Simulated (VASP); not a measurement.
# CdF2 in VASP: further runs, part 2 of 2

VASP 6.6.1. Earlier steps stand in the parts before.

**4. Single point, r2SCAN**

POSCAR reads:

```
CdF2
1.0
    0.0000000000      2.7406778771      2.7406778771
    2.7406778771      0.0000000000      2.7406778771
    2.7406778771      2.7406778771      0.0000000000
Cd F
1 2
Direct
    0.5000000000      0.5000000000      0.5000000000
    0.2500000000      0.2500000000      0.2500000000
    0.7500000000      0.7500000000      0.7500000000
```

INCAR.step1 reads:

```
SYSTEM = CdF2
PREC = Accurate
ENCUT = 520
ISMEAR = 0
SIGMA = 0.02
LREAL = .False.
LASPH = .True.
NELM = 100
NBANDS = 20
GGA = PE
ALGO = Normal
EDIFF = 1E-4
LWAVE = .True.
LCHARG = .False.
```

INCAR.step2 reads:

```
SYSTEM = CdF2
PREC = Accurate
ENCUT = 520
EDIFF = 1E-6
ISMEAR = 0
SIGMA = 0.02
LREAL = .False.
LASPH = .True.
NELM = 100
ALGO = Normal
ISIF = 2
LWAVE = .False.
LCHARG = .True.
METAGGA = R2SCAN
LMIXTAU = .True.
LELF = .True.
LVHAR = .True.
NBANDS = 20
ISTART = 1
```

KPOINTS reads:

```
regular mesh
0
Gamma
  8 8 8
  0 0 0
```

Potentials or basis: VASP PAW PBE potentials, release 64 (Cd, F).

The run is started by

```
> cat potpaw_PBE.64/Cd/POTCAR potpaw_PBE.64/F/POTCAR > POTCAR
> cp INCAR.step1 INCAR
> mpirun -np 1 vasp_std > vasp.out
> cp INCAR.step2 INCAR
> mpirun -np 1 vasp_std > vasp.out
```

OUTCAR:

```text
SYSTEM = CdF2
   PREC = Accurate
   ENCUT = 520
   EDIFF = 1E-6
   ISMEAR = 0
   LREAL = .False.
   LASPH = .True.
   NELM = 100
   ISIF = 2
   METAGGA = R2SCAN
   ISTART = 1

 ion  position               nearest neighbor table
   1  0.500  0.500  0.500-   2 2.37   3 2.37   2 2.37   2 2.37   2 2.37   3 2.37   3 2.37   3 2.37

   2  0.250  0.250  0.250-   1 2.37   1 2.37   1 2.37   1 2.37
   3  0.750  0.750  0.750-   1 2.37   1 2.37   1 2.37   1 2.37

  LATTYP: Found a face centered cubic cell.
 ALAT       =     5.4813557542

  Lattice vectors:

 A1 = (   0.0000000000,   2.7406778771,   2.7406778771)
 A2 = (   2.7406778771,   0.0000000000,   2.7406778771)
 A3 = (   2.7406778771,   2.7406778771,   0.0000000000)

Analysis of symmetry for initial positions (statically):
=====================================================================
 Subroutine PRICEL returns:
 Original cell was already a primitive cell.

 Routine SETGRP: Setting up the symmetry group for a
 face centered cubic supercell.

 Subroutine GETGRP returns: Found 48 space group operations
 (whereof 48 operations were pure point group operations)
 out of a pool of 48 trial point group operations.

The static configuration has the point symmetry O_h .

Analysis of symmetry for dynamics (positions and initial velocities):
=====================================================================
 Subroutine PRICEL returns:
 Original cell was already a primitive cell.

 Routine SETGRP: Setting up the symmetry group for a
 face centered cubic supercell.

 Subroutine GETGRP returns: Found 48 space group operations
 (whereof 48 operations were pure point group operations)
 out of a pool of 48 trial point group operations.

The dynamic configuration has the point symmetry O_h .

 Subroutine INISYM returns: Found 48 space group operations
 (whereof 48 operations are pure point group operations),
 and found     1 'primitive' translations
[... 107 lines left out ...]
   PSTRESS=    0.0 pullay stress
   NELECT =      26.0000    total number of electrons
   NUPDOWN=      -1.0000    fix difference up-down
   EMIN   =  10.00;   EMAX   =-10.00  energy-range for DOS
   EFERMI =   0.00;   METHOD = LEGACY
   ISMEAR =     0;   SIGMA  =   0.02  broadening in eV -4-tet -1-fermi 0-gaus
   EFERMI_NEDOS =   21; number of points for ismear=-14 and -15
   IALGO  =     38    algorithm
   IMIX   =      4    mixing-type and parameters
     AMIX     =   0.40;   BMIX     =  1.00
     AMIX_MAG =   1.60;   BMIX_MAG =  1.00
  volume/ion in A,a.u.               =      13.72        92.61
  Fermi-wavevector in a.u.,A,eV,Ry     =   1.404531  2.654178 26.840308  1.972707
  Thomas-Fermi vector in A             =   2.527083
   LORBIT       =      0    0 simple, 1 ext, 2 COOP (PROOUT), +10 PAW based schemes
   METAGGA = R2SCAN    functional components
   LHFCALC =     F    Hartree Fock is set to
   AEXX    =    0.0000 exact exchange contribution
   IVDW    =     0    specifies the selected vdW correction
   LEPSILON=     F    determine dielectric tensor
   LRPA    =     F    only Hartree local field effects (RPA)
 non-spin polarized calculation
 Gauss-broadening in eV      SIGMA  =   0.02
  energy-cutoff  :      520.00
  volume of cell :       41.17
 maximum number of plane-waves:      1124
 NGX is ok and might be reduce to    30
   NGX = 15   NGY = 15   NGZ = 15

 number of electron      25.9999995 magnetization

 Free energy of the ion-electron system (eV)
  ---------------------------------------------------
  ext. energy  EPLUGINS =         0.00000000
  ---------------------------------------------------
  free energy    TOTEN  =       -33.69964986 eV

  energy without entropy =      -33.69964986  energy(sigma->0) =      -33.69964986

 E-fermi :  -2.0957     XC(G=0): -10.7512

 val. band max:       -2.2364844973   @ k =  -0.2500   0.5000   0.2500
 cond. band min:       1.3273395186   @ k =   0.0000   0.0000   0.0000
 fundamental gap:      3.5638240159
 Fermi energy:        -2.0956919028

 k-point     1 :       0.0000    0.0000    0.0000
  band No.  band energies     occupation
      1     -23.9011      2.00000
      2     -22.9670      2.00000
      3      -7.7309      2.00000
      4      -7.7309      2.00000
      5      -7.7309      2.00000
      6      -6.7153      2.00000
[... 541 lines left out ...]
     19      16.8712      0.00000
     20      20.6073      0.00000

 [... further k-points ...]
[... 5 lines left out ...]
  --------------------------------------------------------------------------------------
  -------------------------------------------------------------------------------------
  Total       -1.1338477     -1.1338477     -1.1338477      0.0000000     -0.0000000      0.0000000
  in kB      -44.1226237    -44.1226237    -44.1226237      0.0000000     -0.0000000      0.0000000
  external PRESSURE =     -44.1226237 kB  Pullay stress =       0.0000000 kB

 VOLUME and BASIS-vectors are now :
 -----------------------------------------------------------------------------
  energy-cutoff  :      520.00
  volume of cell :       41.17
      direct lattice vectors                 reciprocal lattice vectors
     0.000000000  2.740677877  2.740677877    -0.182436617  0.182436617  0.182436617
     2.740677877  0.000000000  2.740677877     0.182436617 -0.182436617  0.182436617
     2.740677877  2.740677877  0.000000000     0.182436617  0.182436617 -0.182436617

 POSITION                                       TOTAL-FORCE (eV/Angst)
 -----------------------------------------------------------------------------------
      2.74068      2.74068      2.74068        -0.000000      0.000000      0.000000
      1.37034      1.37034      1.37034        -0.000000     -0.000000     -0.000000
      4.11102      4.11102      4.11102         0.000000      0.000000      0.000000
 -----------------------------------------------------------------------------------
    total drift:                                0.000000     -0.000000      0.000000

  FREE ENERGIE OF THE ION-ELECTRON SYSTEM (eV)
  ---------------------------------------------------
  free  energy   TOTEN  =       -33.6996498637 eV

  energy  without entropy=      -33.6996498637  energy(sigma->0) =      -33.69964986
```

OUTCAR.step1:

```text
SYSTEM = CdF2
   PREC = Accurate
   ENCUT = 520
   ISMEAR = 0
   LREAL = .False.
   LASPH = .True.
   NELM = 100
[... 777 lines left out ...]
      2.74068      2.74068      2.74068        -0.000000     -0.000000      0.000000
      1.37034      1.37034      1.37034         0.000000     -0.000000      0.000000
      4.11102      4.11102      4.11102        -0.000000      0.000000     -0.000000
 -----------------------------------------------------------------------------------
    total drift:                                0.000000     -0.000000      0.000000

  FREE ENERGIE OF THE ION-ELECTRON SYSTEM (eV)
  ---------------------------------------------------
  free  energy   TOTEN  =       -10.9052236812 eV

  energy  without entropy=      -10.9052236812  energy(sigma->0) =      -10.90522368
```

Run time: 51 s. Hardware: 1 thread of Intel Xeon 6975P-C (Granite Rapids), shared host; peak memory 0.17 GiB.

What came out:

```yaml
Free_energy: -33.6996 eV
Pressure: -4.4 GPa
Band_gap_on_the_k_mesh: 3.56 eV (least direct gap 4.13 eV)
```

Levels at points of the mesh, in eV from the valence-band top:
```csv
k point,band 10,band 11,band 12,band 13,band 14,band 15,band 16,band 17
"(0.00, 0.00, 0.00)",-0.86,-0.57,-0.57,-0.57,3.56,13.34,13.34,13.34
"(0.50, 0.00, 0.00)",-1.66,-1.66,-0.43,-0.43,7.58,9.52,15.12,15.12
"(0.50, 0.50, 0.00)",-2.71,-0.42,-0.09,-0.09,8.43,10.24,12.06,14.82
```

Caveat: the cell stands under tension; the PAW data sets were made with another functional, which shifts forces and pressure a little.

**5. Relaxation of cell and atoms, PBE (atoms taken out)**

INCAR reads:

```
SYSTEM = CdF2
PREC = Accurate
ENCUT = 600
EDIFF = 1E-7
ISMEAR = 0
SIGMA = 0.02
LREAL = .FALSE.
LASPH = .TRUE.
NELM = 60
ALGO = Normal
ISIF = 3
LWAVE = .FALSE.
LCHARG = .FALSE.
GGA = PE
IBRION = 2
NSW = 100
EDIFFG = -0.01
```

KPOINTS reads:

```
regular mesh
0
G
  8 8 8
  0 0 0
```

POSCAR is that of step 4.

The run is started by

```
> cat potpaw_PBE.64/Cd/POTCAR potpaw_PBE.64/F/POTCAR > POTCAR
> mpirun -np 1 vasp_std > vasp.out
```

It took 20 s on 1 thread of Intel Xeon 6975P-C (Granite Rapids), shared host; peak memory 0.19 GiB.

The run converged. Its results:

- Free energy: -10.9087 eV
- Relaxed volume: 13.79 Å³/atom
- Relaxed cell: a = 3.882 Å, b = 3.882 Å, c = 3.882 Å, α = 60.00°, β = 60.00°, γ = 60.00°
- Space group after relaxing (to 0.1 Å): Fm-3m (No. 225)
- Energy gained by relaxing: 0.1 meV/atom
- Ionic steps: 2
- Pressure after relaxing: -0.1 GPa
- Band gap on the k mesh: 2.87 eV (least direct gap 3.43 eV)

The path:
| step | energy change (eV) | largest force (eV/Å) | pressure (GPa) | volume (Å³) |
| --- | --- | --- | --- | --- |
| 1 | 0.0000 | 0.0000 | 0.36 | 41.17 |
| 2 | -0.0002 | 0.0000 | -0.06 | 41.36 |

Final structure:
```
Cd F
1.0
     0.00000    2.74479    2.74479
     2.74479    0.00000    2.74479
     2.74479    2.74479    0.00000
Cd F
1 2
Direct
  0.50000 0.50000 0.50000
  0.25000 0.25000 0.25000
  0.75000 0.75000 0.75000
```

Levels at points of the mesh, in eV from the valence-band top:
```csv
k point,band 9,band 10,band 11,band 12,band 13,band 14,band 15,band 16,band 17
"(0.00, 0.00, 0.00)",-0.84,-0.84,-0.56,-0.56,-0.56,2.87,12.43,12.43,12.43
"(0.50, 0.00, 0.00)",-2.04,-1.64,-1.64,-0.43,-0.43,6.75,8.97,14.01,14.01
"(0.50, 0.50, 0.00)",-2.67,-2.67,-0.40,-0.08,-0.08,7.55,9.35,11.80,13.78
```

Caveat: the cell differs from its parent crystal (atoms taken out). A k mesh can miss the band edges.

**6. Single point, PBE (atoms taken out)**

INCAR reads:

```
SYSTEM = CdF2
PREC = Accurate
ENCUT = 520
EDIFF = 1E-6
ISMEAR = 0
SIGMA = 0.1
LREAL = .False.
LASPH = .True.
NELM = 100
ALGO = Normal
ISIF = 2
LWAVE = .False.
LCHARG = .False.
GGA = PE
NBANDS = 35
```

KPOINTS reads:

```
regular mesh
0
Gamma
  6 4 4
  0 0 0
```

POSCAR reads:

```
CdF2
1.0
    3.8456232119      0.0000000000      0.0000000000
    0.0000000000      3.9040322103      0.0000000000
    0.0000000000      0.0000000000      5.4840881777
Cd F
2 4
Direct
    0.0000000000      0.0000000000      0.7500019431
    0.5000000000      0.5000000000      0.2499980569
    0.0000000000      0.5000000000      0.5006024045
    0.5000000000      0.0000000000      0.4993975955
    0.0000000000      0.5000000000     -0.0004610562
    0.5000000000      0.0000000000      1.0004610562
```

Potentials or basis: VASP PAW PBE potentials, release 64 (Cd, F).

The run is started by

```
> cat potpaw_PBE.64/Cd/POTCAR potpaw_PBE.64/F/POTCAR > POTCAR
> mpirun -np 1 vasp_std > vasp.out
```

It took 46 s on 1 thread of Intel Xeon 6975P-C (Granite Rapids), shared host; peak memory 0.22 GiB.

Results (log left out):

| Item | Value |
| --- | --- |
| Free energy | -21.8090 eV |
| Pressure | 0.6 GPa |
| Largest force | 0.005 eV/Å |
| Band gap on the k mesh | 2.89 eV |

Forces in eV/Å, atoms in the order of the input:
```
Cd   0.000  0.000  0.000
Cd   0.000  0.000  0.000
F    0.000  0.000  0.005
F    0.000  0.000 -0.005
F    0.000  0.000 -0.005
F    0.000  0.000  0.005
```

Stress tensor (GPa, compression positive):
```
0.87 0.00 0.00
0.00 0.30 0.00
0.00 0.00 0.50
```

Levels at points of the mesh, in eV from the valence-band top:
```csv
k point,band 22,band 23,band 24,band 25,band 26,band 27,band 28,band 29,band 30,band 31
"(0.00, 0.00, 0.00)",-0.56,-0.53,-0.41,-0.10,-0.07,2.89,7.58,9.37,11.81,12.32
"(0.50, 0.00, 0.00)",-1.54,-0.43,-0.43,-0.31,-0.31,6.43,6.43,10.12,10.12,12.28
"(0.00, 0.50, 0.00)",-1.50,-0.37,-0.37,-0.34,-0.34,6.35,6.35,10.11,10.11,12.21
"(0.50, 0.50, 0.00)",-0.41,-0.08,-0.08,-0.08,-0.08,7.58,7.58,9.37,9.37,11.81
"(0.00, 0.00, 0.50)",-0.50,-0.31,-0.31,-0.29,-0.29,5.03,5.03,10.44,10.44,13.07
"(0.50, 0.00, 0.50)",-1.65,-0.45,-0.45,-0.43,-0.43,6.82,6.82,9.02,9.02,13.96
"(0.00, 0.50, 0.50)",-1.65,-0.42,-0.42,-0.41,-0.41,6.76,6.76,8.95,8.95,14.03
"(0.50, 0.50, 0.50)",-1.40,-0.49,-0.49,0.00,0.00,7.64,7.64,11.31,11.31,11.32
```

Caveat: the cell differs from its parent crystal (atoms taken out). A k mesh can miss the band edges.

**7. The runs side by side**

```tsv
task	level	cell	k mesh	cutoff (eV)	smearing	gap on the mesh (eV)	pressure (GPa)
single point	PBE	a = 3.876 Å, angles 60.0°, 3 atoms, atomic positions A	8 × 8 × 8	520	gaussian 0.02 eV	2.89	0.5
single point	r2SCAN	a = 3.876 Å, angles 60.0°, 3 atoms, atomic positions A	8 × 8 × 8	520	gaussian 0.02 eV	3.56	-4.4
relaxation of cell and atoms	PBE	relaxed from a = 3.876 Å, angles 60.0°, 3 atoms, atomic positions A	8 × 8 × 8	600	gaussian 0.02 eV	2.87	-0.1
single point	PBE	a = 3.846, b = 3.904, c = 5.484 Å, 6 atoms, atomic positions B	6 × 4 × 4	520	gaussian 0.1 eV	2.89	0.6
```

Alike in all rows: potentials or basis VASP PAW PBE potentials, release 64 (Cd, F); no spin polarisation.

Caveats: the cell stands under tension (at least some runs); the PAW data sets were made with another functional, which shifts forces and pressure a little (at least some runs).

Total energies depend on the potentials used, so only differences within one code and one set of settings carry meaning.
